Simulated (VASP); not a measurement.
# Mn (Im-3m) in VASP: notebook

Runs on Mn. Level: RPBE. Tasks: single point, relaxation of cell and atoms.

Program: VASP 6.6.1. These are calculated values, not measurements. Logs are shortened: lines on timing, memory, paths and dates and some standing lists are left out, and cuts for length are marked.

### 1 The cell of the first run

The structure is cubic, space group Im-3m (No. 229). The conventional cell has a = 3.144 Å, b = 3.144 Å, c = 3.144 Å, α = 90.00°, β = 90.00°, γ = 90.00°. Within 3.6 Å of Mn (site symmetry m-3m) lie 14 Mn at 2.72 to 3.14 Å.

This isn't the form of Mn at room conditions, which is a 58-atom cubic cell.

### 2 Single point, RPBE, collinear spin, antiferromagnetic start (15.54 Å³/atom)

The input, INCAR:

```
PREC     = Accurate       # precision mode
ENCUT    = 520            # plane-wave cutoff, eV
EDIFF    = 1E-6           # SCF threshold, eV
ISMEAR   = -1             # smearing method
SIGMA    = 0.05           # smearing width, eV
LREAL    = F              # projectors in reciprocal space
LASPH    = T              # aspherical terms in the spheres
NELM     = 150            # most SCF steps
ALGO     = Normal         # electronic algorithm
ISIF     = 2              # what is computed and relaxed
LWAVE    = F              # write WAVECAR
LCHARG   = T              # write CHGCAR
ISPIN    = 2              # spin polarisation
MAGMOM   = 3.14 -3.14     # initial moments
LORBIT   = 11             # projections on sites
LMAXMIX  = 4              # l up to which the mixer works
GGA      = RP             # functional
LELF     = T              # ELF
LVHAR    = T            
NBANDS   = 24             # bands
```

The input, KPOINTS:

```
Automatic mesh
0
Gamma
  12 12 12
```

The input, POSCAR:

```
Mn
1.0
    3.1442585430      0.0000000000      0.0000000000
    0.0000000000      3.1442585430      0.0000000000
    0.0000000000      0.0000000000      3.1442585430
Mn
2
Direct
    0.0000000000      0.0000000000      0.0000000000
    0.5000000000      0.5000000000      0.5000000000
```

Potentials or basis: VASP PAW PBE potentials, release 64 (Mn_pv).

On the command line:

```console
> cat potpaw_PBE.64/Mn_pv/POTCAR > POTCAR
> mpirun -np 1 vasp_std > vasp.out
```

OUTCAR:

```text
PREC = Accurate
   ENCUT = 520
   EDIFF = 1E-6
   ISMEAR = -1
   LREAL = F
   LASPH = T
   NELM = 150
   ISIF = 2
   ISPIN = 2
   LORBIT = 11
   GGA = RP

 ion  position               nearest neighbor table
   1  0.000  0.000  0.000-   2 2.72   2 2.72   2 2.72   2 2.72   2 2.72   2 2.72   2 2.72   2 2.72

   2  0.500  0.500  0.500-   1 2.72   1 2.72   1 2.72   1 2.72   1 2.72   1 2.72   1 2.72   1 2.72

  LATTYP: Found a simple cubic cell.
 ALAT       =     3.1442585430

  Lattice vectors:

 A1 = (   3.1442585430,   0.0000000000,   0.0000000000)
 A2 = (   0.0000000000,   3.1442585430,   0.0000000000)
 A3 = (   0.0000000000,   0.0000000000,   3.1442585430)

Analysis of symmetry for initial positions (statically):
=====================================================================
 Subroutine PRICEL returns following result:

  LATTYP: Found a body centered cubic cell.
 ALAT       =     3.1442585430
[... 12 lines left out ...]
 Subroutine GETGRP returns: Found 48 space group operations
 (whereof 48 operations were pure point group operations)
 out of a pool of 48 trial point group operations.

The static configuration has the point symmetry O_h .

Analysis of symmetry for dynamics (positions and initial velocities):
=====================================================================
 Subroutine PRICEL returns following result:

  LATTYP: Found a body centered cubic cell.
 ALAT       =     3.1442585430
[... 12 lines left out ...]
 Subroutine GETGRP returns: Found 48 space group operations
 (whereof 48 operations were pure point group operations)
 out of a pool of 48 trial point group operations.

The dynamic configuration has the point symmetry O_h .

Analysis of structural, dynamic, and magnetic symmetry:
=====================================================================
 Subroutine PRICEL returns following result:

  LATTYP: Found a body centered cubic cell.
 ALAT       =     3.1442585430
[... 12 lines left out ...]
 Subroutine GETGRP returns: Found 48 space group operations
 (whereof 48 operations were pure point group operations)
 out of a pool of 48 trial point group operations.

The overall configuration has the point symmetry O_h .

 Subroutine INISYM returns: Found 48 space group operations
 (whereof 48 operations are pure point group operations),
 and found     2 'primitive' translations

----------------------------------------------------------------------------------------
[... 111 lines left out ...]
     AMIX_MAG =   1.60;   BMIX_MAG =  1.00
  volume/ion in A,a.u.               =      15.54       104.89
  Fermi-wavevector in a.u.,A,eV,Ry     =   1.542462  2.914830 32.370816  2.379188
  Thomas-Fermi vector in A             =   2.648263
   LORBIT       =     11    0 simple, 1 ext, 2 COOP (PROOUT), +10 PAW based schemes
   GGA     = RP    functional components
   LHFCALC =     F    Hartree Fock is set to
   AEXX    =    0.0000 exact exchange contribution
   IVDW    =     0    specifies the selected vdW correction
   LEPSILON=     F    determine dielectric tensor
   LRPA    =     F    only Hartree local field effects (RPA)
 spin polarized calculation
  energy-cutoff  :      520.00
  volume of cell :       31.09
 maximum number of plane-waves:       860
 NGX is ok and might be reduce to    24
   NGX = 11   NGY = 11   NGZ = 11

 number of electron      25.9999950 magnetization      -0.0000000

 number of electron      25.9999950 magnetization       0.0000000

 Free energy of the ion-electron system (eV)
  ---------------------------------------------------
  ext. energy  EPLUGINS =         0.00000000
  ---------------------------------------------------
  free energy    TOTEN  =       -16.64766956 eV

  energy without entropy =      -16.62522456  energy(sigma->0) =      -16.63644706

 E-fermi :   7.2952     XC(G=0): -11.6939

 val. band max:        7.2884723671   @ k =   0.3333   0.2500   0.2500
 cond. band min:       7.3015484892   @ k =   0.3333   0.2500   0.1667
 fundamental gap:      0.0130761221
 Fermi energy:         7.2952387367

 spin component 1

 k-point     1 :       0.0000    0.0000    0.0000
  band No.  band energies     occupation
      1     -42.9283      1.00000
      2     -42.9283      1.00000
      3     -42.9283      1.00000
      4     -39.1890      1.00000
      5     -39.1890      1.00000
      6     -39.1890      1.00000
[... 637 lines left out ...]
     23      22.2534      0.00000
     24      23.3301      0.00000

 [... further k-points ...]

 spin component 2

 k-point     1 :       0.0000    0.0000    0.0000
  band No.  band energies     occupation
      1     -42.9283      1.00000
      2     -42.9283      1.00000
      3     -42.9283      1.00000
      4     -39.1890      1.00000
      5     -39.1890      1.00000
      6     -39.1890      1.00000
[... 637 lines left out ...]
     23      22.2534      0.00000
     24      23.3301      0.00000

 [... further k-points ...]

------------------------ aborting loop because EDIFF is reached ----------------------------------------

  FORCE on cell =-STRESS in cart. coord.  units (eV):
  Direction    XX          YY          ZZ          XY          YZ          ZX
  --------------------------------------------------------------------------------------
  -------------------------------------------------------------------------------------
  Total       -1.1167755     -1.1167755     -1.1167755     -0.0000000      0.0000000      0.0000000
  in kB      -57.5601221    -57.5601221    -57.5601221     -0.0000000      0.0000000      0.0000000
  external PRESSURE =     -57.5601221 kB  Pullay stress =       0.0000000 kB

 VOLUME and BASIS-vectors are now :
 -----------------------------------------------------------------------------
  energy-cutoff  :      520.00
  volume of cell :       31.09
      direct lattice vectors                 reciprocal lattice vectors
     3.144258543  0.000000000  0.000000000     0.318040004  0.000000000  0.000000000
     0.000000000  3.144258543  0.000000000     0.000000000  0.318040004  0.000000000
     0.000000000  0.000000000  3.144258543     0.000000000  0.000000000  0.318040004

 POSITION                                       TOTAL-FORCE (eV/Angst)
 -----------------------------------------------------------------------------------
      0.00000      0.00000      0.00000        -0.000000     -0.000000     -0.000000
      1.57213      1.57213      1.57213         0.000000      0.000000      0.000000
 -----------------------------------------------------------------------------------
    total drift:                                0.000000      0.000000     -0.000000

  FREE ENERGIE OF THE ION-ELECTRON SYSTEM (eV)
  ---------------------------------------------------
  free  energy   TOTEN  =       -16.6476695570 eV

  energy  without entropy=      -16.6252245579  energy(sigma->0) =      -16.63644706

 total charge

# of ion       s       p       d       tot
------------------------------------------
    1        0.336   6.247   4.882  11.465
    2        0.336   6.247   4.882  11.465
--------------------------------------------------
tot          0.672  12.493   9.764  22.930

 magnetization (x)

# of ion       s       p       d       tot
------------------------------------------
    1        0.061   0.044   3.433   3.538
    2       -0.061  -0.044  -3.433  -3.538
--------------------------------------------------
tot          0.000   0.000   0.000   0.000
```

OSZICAR:

```text
N       E                     dE             d eps       ncg     rms          rms(c)
DAV:   1     0.262006755558E+03    0.26201E+03   -0.15082E+04  8144   0.138E+03
DAV:   2    -0.793759680653E+01   -0.26994E+03   -0.25957E+03  8320   0.394E+02
DAV:   3    -0.184773195297E+02   -0.10540E+02   -0.10486E+02  8944   0.899E+01
DAV:   4    -0.185980093661E+02   -0.12069E+00   -0.12068E+00  8672   0.928E+00
DAV:   5    -0.186006828769E+02   -0.26735E-02   -0.26735E-02  8864   0.139E+00    0.132E+01
DAV:   6    -0.166118213419E+02    0.19889E+01   -0.12451E+01  8096   0.385E+01    0.112E+01
DAV:   7    -0.166009951058E+02    0.10826E-01   -0.86998E-01  8096   0.111E+01    0.404E+00
DAV:   8    -0.166478426456E+02   -0.46848E-01   -0.73848E-02  8576   0.177E+00    0.201E+00
DAV:   9    -0.166449705426E+02    0.28721E-02   -0.54302E-02  8688   0.120E+00    0.720E-01
DAV:  10    -0.166473838447E+02   -0.24133E-02   -0.97156E-03  8160   0.695E-01    0.180E-01
DAV:  11    -0.166476411061E+02   -0.25726E-03   -0.50888E-04  8800   0.171E-01    0.682E-02
DAV:  12    -0.166476630450E+02   -0.21939E-04   -0.32772E-05  8680   0.402E-02    0.262E-02
DAV:  13    -0.166476690725E+02   -0.60274E-05   -0.81141E-06  8760   0.210E-02    0.106E-02
DAV:  14    -0.166476695570E+02   -0.48452E-06   -0.26088E-06  8320   0.129E-02
   1 F= -.16647670E+02 E0= -.16636447E+02  d E =-.224450E-01  mag=     0.0000
```

stdout:

```text
POSCAR found type information on POSCAR Mn
 POSCAR found :  1 types and       2 ions
 scaLAPACK will be used
 -----------------------------------------------------------------------------
|                                                                             |
|                                                                             |
|     You enforced a specific xc type in the INCAR file but a different       |
|     I HOPE YOU KNOW WHAT YOU ARE DOING!                                     |
|                                                                             |
 -----------------------------------------------------------------------------

 LDA part: xc-table for (Slater+PW92), standard interpolation
 POSCAR, INCAR and KPOINTS ok, starting setup
 FFT: planning ... GRIDC
 FFT: planning ... GRID_SOFT
 FFT: planning ... GRID
 WAVECAR not read
 entering main loop
```

Run time: 1.9 min. Hardware: 1 thread of Intel Xeon 8259CL, shared host; peak memory 0.21 GiB.

What came out:

* Free energy: -16.6477 eV
* Pressure: -5.8 GPa
* Band gap on the k mesh: zero (filled and empty bands overlap)
* Net moment: 0.00 μB per cell
* Site moments: Mn +3.54, -3.54 μB
* Valence electrons inside the program's atomic spheres: Mn 11.46

Caveat: the cell stands under tension; the antiferromagnetic order is the one typed at the start, and another may lie lower; the PAW data sets were made with another functional, which shifts forces and pressure a little.

### 3 Relaxation of cell and atoms, RPBE, collinear spin, antiferromagnetic start

This run uses another cell than the first one, of 11.75 Å³/atom.

The input, INCAR:

```
PREC     = Accurate       # precision mode
ENCUT    = 600            # plane-wave cutoff, eV
EDIFF    = 1E-7           # SCF threshold, eV
ISMEAR   = -1             # smearing method
SIGMA    = 0.05           # smearing width, eV
LREAL    = F              # projectors in reciprocal space
LASPH    = T              # aspherical terms in the spheres
NELM     = 150            # most SCF steps
ALGO     = Normal         # electronic algorithm
ISIF     = 3              # what is computed and relaxed
LWAVE    = F              # write WAVECAR
LCHARG   = F              # write CHGCAR
ISPIN    = 2              # spin polarisation
MAGMOM   = 3 -3           # initial moments
LORBIT   = 11             # projections on sites
LMAXMIX  = 4              # l up to which the mixer works
GGA      = RP             # functional
IBRION   = 2              # ionic algorithm
NSW      = 80             # ionic steps
EDIFFG   = -0.01          # ionic threshold
```

The input, KPOINTS:

```
Automatic mesh
0
Gamma
  11 11 11
```

The input, POSCAR:

```
Mn
1.0
    2.8642879297      0.0000000000      0.0000000000
    0.0000000000      2.8642879297      0.0000000000
    0.0000000000      0.0000000000      2.8642879297
Mn
2
Direct
    0.0000000000      0.0000000000      0.0000000000
    0.5000000000      0.5000000000      0.5000000000
```

Potentials or basis: VASP PAW PBE potentials, release 64 (Mn_pv).

On the command line:

```console
> cat potpaw_PBE.64/Mn_pv/POTCAR > POTCAR
> mpirun -np 1 vasp_std > vasp.out
```

Wall time 3 min (1 thread of Intel Xeon 8259CL, shared host); peak memory 0.18 GiB.

It converged, with:

```yaml
Free_energy: -16.7102 eV
Relaxed_volume: 14.00 Å³/atom
Relaxed_cell: a = 3.036 Å, b = 3.036 Å, c = 3.036 Å, α = 90.00°, β = 90.00°, γ = 90.00°
Space_group_after_relaxing_to_0.1_Å: Im-3m (No. 229)
Energy_gained_by_relaxing: 65.2 meV/atom
Ionic_steps: 3
Pressure_after_relaxing: -0.1 GPa
Band_gap_on_the_k_mesh: zero (filled and empty bands overlap)
Net_moment: 0.00 μB per cell
Site_moments: Mn +3.23, -3.23 μB
Valence_electrons_inside_the_program's_atomic_spheres: Mn 11.57
```

Step by step:
| step | energy change (eV) | largest force (eV/Å) | pressure (GPa) | volume (Å³) |
| --- | --- | --- | --- | --- |
| 1 | 0.0000 | 0.0000 | 9.23 | 23.50 |
| 2 | -0.1031 | 0.0000 | 4.42 | 25.88 |
| 3 | -0.1303 | 0.0000 | -0.09 | 27.99 |

Final structure:
```
Mn
1.0
     3.03639    0.00000    0.00000
     0.00000    3.03639    0.00000
     0.00000    0.00000    3.03639
Mn
2
Cartesian
  0.0000 0.0000 0.0000
  1.5182 1.5182 1.5182
```

Levels at points of the mesh, in eV from the Fermi level:
Spin up:
| k point | band 11 | band 12 | band 13 | band 14 | band 15 | band 16 |
| --- | --- | --- | --- | --- | --- | --- |
| (0.00, 0.00, 0.00) | -2.13 | -2.13 | 0.58 | 0.58 | 1.63 | 1.63 |
Spin down:
```csv
k point,band 11,band 12,band 13,band 14,band 15,band 16
"(0.00, 0.00, 0.00)",-2.13,-2.13,0.58,0.58,1.63,1.63
```

Caveat: the volume moved by over 15 % at a fixed basis, so the end points are rough; the antiferromagnetic order is the one typed at the start, and another may lie lower; the PAW data sets were made with another functional, which shifts forces and pressure a little.

### 4 Single point, RPBE, collinear spin, antiferromagnetic start

This run uses another cell than the first one, of 13.88 Å³/atom.

The input, INCAR:

```
SYSTEM = Mn
ALGO     = Normal         ! electronic algorithm
EDIFF    = 1E-6           ! SCF threshold, eV
ENCUT    = 520            ! plane-wave cutoff, eV
GGA      = RP             ! functional
ISIF     = 2              ! what is computed and relaxed
ISMEAR   = -1             ! smearing method
ISPIN    = 2              ! spin polarisation
LASPH    = .TRUE.         ! aspherical terms in the spheres
LCHARG   = .FALSE.        ! write CHGCAR
LMAXMIX  = 4              ! l up to which the mixer works
LORBIT   = 11             ! projections on sites
LREAL    = .FALSE.        ! projectors in reciprocal space
LWAVE    = .FALSE.        ! write WAVECAR
MAGMOM   = 3.148 -3.148   ! initial moments
NBANDS   = 24             ! bands
NELM     = 150            ! most SCF steps
PREC     = Accurate       ! precision mode
SIGMA    = 0.05           ! smearing width, eV
```

The input, KPOINTS:

```
k-points
0
G
  17 17 17
  0 0 0
```

The input, POSCAR:

```
Mn
1.0
    3.0276958252      0.0000000000      0.0000000000
    0.0000000000      3.0276958252      0.0000000000
    0.0000000000      0.0000000000      3.0276958252
Mn
2
Direct
    0.0000000000      0.0000000000      0.0000000000
    0.5000000000      0.5000000000      0.5000000000
```

On the command line:

```console
> cat potpaw_PBE.64/Mn_pv/POTCAR > POTCAR
> mpirun -np 1 vasp_std > vasp.out
```

Run time: 3 min. Hardware: 1 thread of Intel Xeon 8259CL, shared host; peak memory 0.26 GiB.

Results (log left out):

| Item | Value |
| --- | --- |
| Free energy | -16.7130 eV |
| Pressure | 0.0 GPa |
| Band gap on the k mesh | zero (filled and empty bands overlap) |
| Net moment | 0.00 μB per cell |
| Site moments | Mn +3.19, -3.19 μB |
| Valence electrons inside the program's atomic spheres | Mn 11.59 |

Levels at points of the mesh, in eV from the Fermi level:
Spin up:
```tsv
k point	band 10	band 11	band 12	band 13	band 14	band 15	band 16	band 17
(0.00, 0.00, 0.00)	-2.14	-2.14	-2.14	0.56	0.56	1.61	1.61	1.61
```
Spin down:
| k point | band 11 | band 12 | band 13 | band 14 | band 15 | band 16 |
| --- | --- | --- | --- | --- | --- | --- |
| (0.00, 0.00, 0.00) | -2.14 | -2.14 | 0.56 | 0.56 | 1.61 | 1.61 |

Caveat: the antiferromagnetic order is the one typed at the start, and another may lie lower; the PAW data sets were made with another functional, which shifts forces and pressure a little.

### 5 The runs side by side

```tsv
task	cell	k mesh	cutoff (eV)	gap on the mesh (eV)	pressure (GPa)	moment (μB)
single point	a = 3.144 Å, 2 atoms	12 × 12 × 12	520	none	-5.8	0.00
relaxation of cell and atoms	relaxed from a = 2.864 Å, 2 atoms	11 × 11 × 11	600	none	-0.1	0.00
single point	a = 3.028 Å, 2 atoms	17 × 17 × 17	520	none	0.0	0.00
```

Alike in all rows: level RPBE; potentials or basis VASP PAW PBE potentials, release 64 (Mn_pv); spin collinear, antiferromagnetic start; smearing fermi-dirac 0.05 eV.

Caveats: the antiferromagnetic order is the one typed at the start, and another may lie lower; the PAW data sets were made with another functional, which shifts forces and pressure a little; the cell stands under tension (at least some runs); the volume moved by over 15 % at a fixed basis, so the end points are rough (at least some runs).

Total energies depend on the potentials used, so only differences within one code and one set of settings carry meaning.

The gap in the log of VASP goes by the Fermi energy; the results here count the filled bands.